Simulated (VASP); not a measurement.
# H3C8F in VASP: single point with PBE

Aim: the single point of H3C8F with PBE.

Everything below comes from runs of VASP 6.6.1. Logs are shortened: lines on timing, memory, paths and dates and some standing lists are left out, and cuts for length are marked.

### 1 The cell of the first run

The cell holds a slab with vacuum, 24 atoms: a = 5.049 Å, b = 5.049 Å, c = 15.776 Å, α = 90.00°, β = 90.00°, γ = 60.00°.

### 2 Single point, PBE

Input file INCAR:

```
PREC = Accurate
ENCUT = 520
EDIFF = 1E-6
ISMEAR = -1
SIGMA = 0.02
LREAL = Auto
LASPH = True
NELM = 60
ALGO = Normal
ISIF = 2
LWAVE = False
LCHARG = False
GGA = PE
NBANDS = 60
```

Input file KPOINTS:

```
regular mesh
0
Gamma
  2 2 1
```

Input file POSCAR:

```
H3C8F
1.0
    5.0487420000      0.0000000000      0.0000000000
    2.5243710000      4.3723390000      0.0000000000
    0.0000000000      0.0000000000     15.7764260000
H C F
6 16 2
Direct
    0.1666667000      0.1666667000      0.0633857000
    0.6666667000      0.1666667000      0.0633857000
    0.1666667000      0.6666667000      0.0633857000
    0.6666667000      0.6666667000      0.0633857000
   -0.0009032829      0.5016477595      0.3653700412
    0.4992334217      0.5016291620      0.3653693054
    0.1666667000      0.1666667000      0.1331100000
    0.6666667000      0.1666667000      0.1331100000
    0.1666667000      0.6666667000      0.1331100000
    0.6666667000      0.6666667000      0.1331100000
   -0.1666667000      0.3333333000      0.1657717000
    0.3333333000      0.3333333000      0.1657717000
   -0.1666667000      0.8333333000      0.1657717000
    0.3333333000      0.8333333000      0.1657717000
   -0.1674380535      0.3348713049      0.2642275121
    0.3325649002      0.3348694882      0.2642463392
   -0.1661220021      0.8322517145      0.2639737773
    0.3338682752      0.8322481748      0.2639763965
   -0.0003259140      0.0006578382      0.2944945999
    0.4997003475      0.0006075200      0.2944916937
    0.0001215206      0.4997361733      0.2957676488
    0.5001414645      0.4997334365      0.2957671883
    0.0006564314      0.9987852123      0.3836725827
    0.5007446469      0.9985781019      0.3836656878
```

Potentials or basis: VASP PAW PBE potentials, release 64 (H, C, F).

Started as:

```
$ cat potpaw_PBE.64/H/POTCAR potpaw_PBE.64/C/POTCAR potpaw_PBE.64/F/POTCAR > POTCAR
$ mpirun -np 1 vasp_std > vasp.out
```

OUTCAR:

```text
PREC = Accurate
   ENCUT = 520
   EDIFF = 1E-6
   ISMEAR = -1
   LREAL = Auto
   LASPH = True
   NELM = 60
   ISIF = 2
   GGA = PE

 ion  position               nearest neighbor table
   1  0.167  0.167  0.063-   7 1.10
   2  0.667  0.167  0.063-   8 1.10
   3  0.167  0.667  0.063-   9 1.10
   4  0.667  0.667  0.063-  10 1.10
   5  0.999  0.502  0.365-  21 1.10
   6  0.499  0.502  0.365-  22 1.10
   7  0.167  0.167  0.133-   1 1.10  12 1.55  11 1.55  14 1.55
   8  0.667  0.167  0.133-   2 1.10  11 1.55  12 1.55  13 1.55
   9  0.167  0.667  0.133-   3 1.10  14 1.55  13 1.55  12 1.55
  10  0.667  0.667  0.133-   4 1.10  13 1.55  14 1.55  11 1.55
  11  0.833  0.333  0.166-   8 1.55   7 1.55  10 1.55  15 1.55
  12  0.333  0.333  0.166-   7 1.55   8 1.55   9 1.55  16 1.55
[... 8 lines left out ...]
  21  0.000  0.500  0.296-   5 1.10  16 1.54  15 1.54  17 1.54
  22  0.500  0.500  0.296-   6 1.10  16 1.54  15 1.54  18 1.54
  23  0.001  0.999  0.384-  19 1.41
  24  0.501  0.999  0.384-  20 1.41

  LATTYP: Found a hexagonal cell.
 ALAT       =     5.0487421480
 C/A-ratio  =     3.1248230822

  Lattice vectors:

 A1 = (  -2.5243710000,  -4.3723390000,   0.0000000000)
 A2 = (   5.0487420000,   0.0000000000,   0.0000000000)
 A3 = (   0.0000000000,   0.0000000000,  15.7764260000)

Analysis of symmetry for initial positions (statically):
=====================================================================
 Subroutine PRICEL returns:
 Original cell was already a primitive cell.

 Routine SETGRP: Setting up the symmetry group for a
 hexagonal supercell.

 Subroutine GETGRP returns: Found  1 space group operations
 (whereof  1 operations were pure point group operations)
 out of a pool of 24 trial point group operations.

The static configuration has the point symmetry C_1 .

Analysis of symmetry for dynamics (positions and initial velocities):
=====================================================================
 Subroutine PRICEL returns:
 Original cell was already a primitive cell.

 Routine SETGRP: Setting up the symmetry group for a
 hexagonal supercell.

 Subroutine GETGRP returns: Found  1 space group operations
 (whereof  1 operations were pure point group operations)
 out of a pool of 24 trial point group operations.

The dynamic configuration has the point symmetry C_1 .

 Subroutine INISYM returns: Found  1 space group operations
 (whereof  1 operations are pure point group operations),
 and found     1 'primitive' translations

----------------------------------------------------------------------------------------

                                     Primitive cell

  volume of cell :     348.2616

  direct lattice vectors                    reciprocal lattice vectors
     5.048742000  0.000000000  0.000000000     0.198069143 -0.114355268  0.000000000
     2.524371000  4.372339000  0.000000000     0.000000000  0.228710537  0.000000000
     0.000000000  0.000000000 15.776426000     0.000000000  0.000000000  0.063385712

  length of vectors
     5.048742000  5.048742148 15.776426000     0.228710544  0.228710537  0.063385712

  position of ions in fractional coordinates (direct lattice)
     0.166666700  0.166666700  0.063385700
     0.666666700  0.166666700  0.063385700
     0.166666700  0.666666700  0.063385700
     0.666666700  0.666666700  0.063385700
     0.999096717  0.501647760  0.365370041
     0.499233422  0.501629162  0.365369305
[... 16 lines left out ...]
     0.000656431  0.998785212  0.383672583
     0.500744647  0.998578102  0.383665688

  ion indices of the primitive-cell ions
   primitive index   ion index
                 1           1
                 2           2
                 3           3
                 4           4
                 5           5
                 6           6
[... 16 lines left out ...]
                23          23
                24          24

----------------------------------------------------------------------------------------

 KPOINTS: regular mesh

Automatic generation of k-mesh.
 Grid dimensions read from file:
 generate k-points for:    2    2    1

 Generating k-lattice:

  Cartesian coordinates                     Fractional coordinates (reciprocal lattice)
     0.099034571 -0.057177634  0.000000000     0.500000000  0.000000000  0.000000000
     0.000000000  0.114355268  0.000000000     0.000000000  0.500000000  0.000000000
     0.000000000  0.000000000  0.063385712     0.000000000  0.000000000  1.000000000

  Length of vectors
     0.114355272  0.114355268  0.063385712

  Shift w.r.t. Gamma in fractional coordinates (k-lattice)
     0.000000000  0.000000000  0.000000000

 Subroutine IBZKPT returns following result:
 ===========================================

 Found      4 irreducible k-points:

 Following reciprocal coordinates:
            Coordinates               Weight
  0.000000  0.000000  0.000000      1.000000
  0.500000  0.000000  0.000000      1.000000
  0.500000  0.500000  0.000000      1.000000
  0.000000  0.500000  0.000000      1.000000
   k-points           NKPTS =      4   k-points in BZ     NKDIM =      4   number of bands    NBANDS=     60
   number of dos      NEDOS =    301   number of ions     NIONS =     24
   total plane-waves  NPLWV = 192000
   dimension x,y,z NGX =    40 NGY =   40 NGZ =  120
   dimension x,y,z NGXF=    80 NGYF=   80 NGZF=  240
   ions per type =               6  16   2
   NGX,Y,Z   is equivalent  to a cutoff of  13.17, 13.17, 12.65 a.u.
   NGXF,Y,Z  is equivalent  to a cutoff of  26.34, 26.34, 25.29 a.u.
 SYSTEM =  unknown system
   PREC   = accura    normal or accurate (medium, high low for compatibility)
   ISTART =      0    job   : 0-new  1-cont  2-samecut
   ICHARG =      2    charge: 1-file 2-atom 10-const
   ISPIN  =      1    spin polarized calculation?
   LNONCOLLINEAR =      F non collinear calculations
   LSORBIT =      F    spin-orbit coupling
   LASPH  =      T    aspherical Exc in radial PAW
   ENCUT  =  520.0 eV  38.22 Ry    6.18 a.u.   9.39  9.39 29.33*2*pi/ulx,y,z
   NELM   =     60;   NELMIN=  2; NELMDL= -5     # of ELM steps
   EDIFF  = 0.1E-05   stopping-criterion for ELM
   LREAL  =      T    real-space projection
   EDIFFG = 0.1E-04   stopping-criterion for IOM
   NSW    =      0    number of steps for IOM
   IBRION =     -1    ionic relax: 0-MD 1-quasi-New 2-CG
   NFREE  =      0    steps in history (QN), initial steepest desc. (CG)
   ISIF   =      2    stress and relaxation
   ISYM   =      2    0-nonsym 1-usesym 2-fastsym
   POTIM  = 0.5000    time-step for ionic-motion
   TEBEG  =    0.0;   TEEND  =   0.0 temperature during run
   PSTRESS=    0.0 pullay stress
   NELECT =      84.0000    total number of electrons
   NUPDOWN=      -1.0000    fix difference up-down
   EMIN   =  10.00;   EMAX   =-10.00  energy-range for DOS
   EFERMI =   0.00;   METHOD = LEGACY
   ISMEAR =    -1;   SIGMA  =   0.02  broadening in eV -4-tet -1-fermi 0-gaus
   EFERMI_NEDOS =   21; number of points for ismear=-14 and -15
   IALGO  =     38    algorithm
   IMIX   =      4    mixing-type and parameters
     AMIX     =   0.40;   BMIX     =  1.00
     AMIX_MAG =   1.60;   BMIX_MAG =  1.00
  volume/ion in A,a.u.               =      14.51        97.92
  Fermi-wavevector in a.u.,A,eV,Ry     =   1.019059  1.925743 14.129399  1.038482
  Thomas-Fermi vector in A             =   2.152552
   LORBIT       =      0    0 simple, 1 ext, 2 COOP (PROOUT), +10 PAW based schemes
   GGA     = PE    functional components
   LHFCALC =     F    Hartree Fock is set to
   AEXX    =    0.0000 exact exchange contribution
   IVDW    =     0    specifies the selected vdW correction
   LEPSILON=     F    determine dielectric tensor
   LRPA    =     F    only Hartree local field effects (RPA)
 non-spin polarized calculation
  energy-cutoff  :      520.00
  volume of cell :      348.26
 maximum number of plane-waves:      9407
 NGX is ok and might be reduce to    40
   NGX = 19   NGY = 19   NGZ = 59

 number of electron      84.0000009 magnetization

 Free energy of the ion-electron system (eV)
  ---------------------------------------------------
  ext. energy  EPLUGINS =         0.00000000
  ---------------------------------------------------
  free energy    TOTEN  =      -174.97360633 eV

  energy without entropy =     -174.97360633  energy(sigma->0) =     -174.97360633

 E-fermi :  -0.2948     XC(G=0):  -5.4048

 val. band max:       -0.7670566564   @ k =   0.0000   0.0000   0.0000
 cond. band min:       2.5978865676   @ k =   0.0000   0.0000   0.0000
 fundamental gap:      3.3649432240
 Fermi energy:        -0.2947601645

 k-point     1 :       0.0000    0.0000    0.0000
  band No.  band energies     occupation
      1     -25.8114      2.00000
      2     -25.2420      2.00000
      3     -20.4282      2.00000
      4     -17.5935      2.00000
      5     -15.4221      2.00000
      6     -15.3520      2.00000
[... 46 lines left out ...]
     53       6.5457      0.00000
     54       6.6149      0.00000

 k-point     2 :       0.5000    0.0000    0.0000
  band No.  band energies     occupation
      1     -25.5321      2.00000
      2     -25.5317      2.00000
      3     -18.9717      2.00000
      4     -18.9712      2.00000
      5     -16.2861      2.00000
      6     -16.2859      2.00000
[... 46 lines left out ...]
     53       7.3811      0.00000
     54       7.3814      0.00000

 k-point     3 :       0.5000    0.5000    0.0000
  band No.  band energies     occupation
      1     -25.5321      2.00000
      2     -25.5317      2.00000
      3     -18.9717      2.00000
      4     -18.9713      2.00000
      5     -16.2861      2.00000
      6     -16.2859      2.00000
[... 46 lines left out ...]
     53       7.3812      0.00000
     54       7.3814      0.00000

 k-point     4 :       0.0000    0.5000    0.0000
  band No.  band energies     occupation
      1     -25.7891      2.00000
      2     -25.2482      2.00000
      3     -19.0344      2.00000
      4     -18.9376      2.00000
      5     -16.4418      2.00000
      6     -16.2402      2.00000
[... 46 lines left out ...]
     53       7.0728      0.00000
     54       7.4960      0.00000
 [bands above 54 left out]

------------------------ aborting loop because EDIFF is reached ----------------------------------------

  FORCE on cell =-STRESS in cart. coord.  units (eV):
  Direction    XX          YY          ZZ          XY          YZ          ZX
  --------------------------------------------------------------------------------------
  -------------------------------------------------------------------------------------
  Total        4.3270518      2.3418633     -0.3958488     -0.0000208     -0.0083328     -0.0027629
  in kB       19.9065979     10.7737399     -1.8211022     -0.0000955     -0.0383351     -0.0127108
  external PRESSURE =       9.6197452 kB  Pullay stress =       0.0000000 kB

 VOLUME and BASIS-vectors are now :
 -----------------------------------------------------------------------------
  energy-cutoff  :      520.00
  volume of cell :      348.26
      direct lattice vectors                 reciprocal lattice vectors
     5.048742000  0.000000000  0.000000000     0.198069143 -0.114355268  0.000000000
     2.524371000  4.372339000  0.000000000     0.000000000  0.228710537  0.000000000
     0.000000000  0.000000000 15.776426000     0.000000000  0.000000000  0.063385712

 POSITION                                       TOTAL-FORCE (eV/Angst)
 -----------------------------------------------------------------------------------
      1.26219      0.72872      1.00000         0.000038     -0.007123     -0.175835
      3.78656      0.72872      1.00000        -0.000008     -0.007115     -0.175834
      2.52437      2.91489      1.00000         0.000030      0.007644     -0.161983
      5.04874      2.91489      1.00000         0.000046      0.007758     -0.161880
      6.31053      2.19337      5.76423         0.001166     -0.028176      0.021661
      3.78680      2.19329      5.76422        -0.000336     -0.027947      0.021873
[... 16 lines left out ...]
      2.52462      4.36703      6.05298        -0.001551      0.018326      0.311725
      5.04891      4.36612      6.05287        -0.000836      0.023066      0.314264
 -----------------------------------------------------------------------------------
    total drift:                               -0.000675     -0.007600     -0.064414

  FREE ENERGIE OF THE ION-ELECTRON SYSTEM (eV)
  ---------------------------------------------------
  free  energy   TOTEN  =      -174.9736063282 eV

  energy  without entropy=     -174.9736063282  energy(sigma->0) =     -174.97360633
```

Run time: 2 min. Hardware: 1 thread of Intel Xeon 6975P-C (Granite Rapids), shared host; peak memory 0.47 GiB.

Results:

- Free energy: -174.9736 eV
- Largest force: 1.127 eV/Å
- Band gap on the k mesh: 3.37 eV

Forces on the atoms (eV/Å):
```
H    0.000 -0.007 -0.176
H    0.000 -0.007 -0.176
H    0.000  0.008 -0.162
H    0.000  0.008 -0.162
H    0.001 -0.028  0.022
H    0.000 -0.028  0.022
C    0.000  0.039  1.081
C    0.000  0.039  1.081
C    0.000 -0.035  1.127
C    0.000 -0.035  1.127
C    0.000 -0.078 -0.897
C    0.000 -0.078 -0.893
C    0.001  0.078 -1.039
C   -0.001  0.077 -1.038
C    0.001  0.003 -0.031
C    0.000  0.000 -0.038
C    0.000 -0.011  0.036
C    0.001 -0.010  0.034
C    0.000  0.025 -0.280
C    0.000  0.028 -0.279
C    0.001 -0.014  0.007
C   -0.001 -0.014  0.007
F   -0.002  0.018  0.312
F   -0.001  0.023  0.314
```

Levels at points of the mesh, in eV from the valence-band top:
| k point | band 38 | band 39 | band 40 | band 41 | band 42 | band 43 | band 44 | band 45 | band 46 | band 47 |
| --- | --- | --- | --- | --- | --- | --- | --- | --- | --- | --- |
| (0.00, 0.00, 0.00) | -2.11 | -1.48 | -1.36 | -0.08 | 0.00 | 3.37 | 4.89 | 5.37 | 5.57 | 6.17 |
| (0.50, 0.00, 0.00) | -3.02 | -2.26 | -2.25 | -1.71 | -1.71 | 4.75 | 4.75 | 5.78 | 5.78 | 6.68 |
| (0.50, 0.50, 0.00) | -3.02 | -2.26 | -2.25 | -1.71 | -1.71 | 4.75 | 4.75 | 5.78 | 5.78 | 6.68 |
| (0.00, 0.50, 0.00) | -2.87 | -2.84 | -2.13 | -1.75 | -1.36 | 4.72 | 4.76 | 5.38 | 6.20 | 6.58 |

Caveat: the k points lie up to 0.72 Å⁻¹ apart.
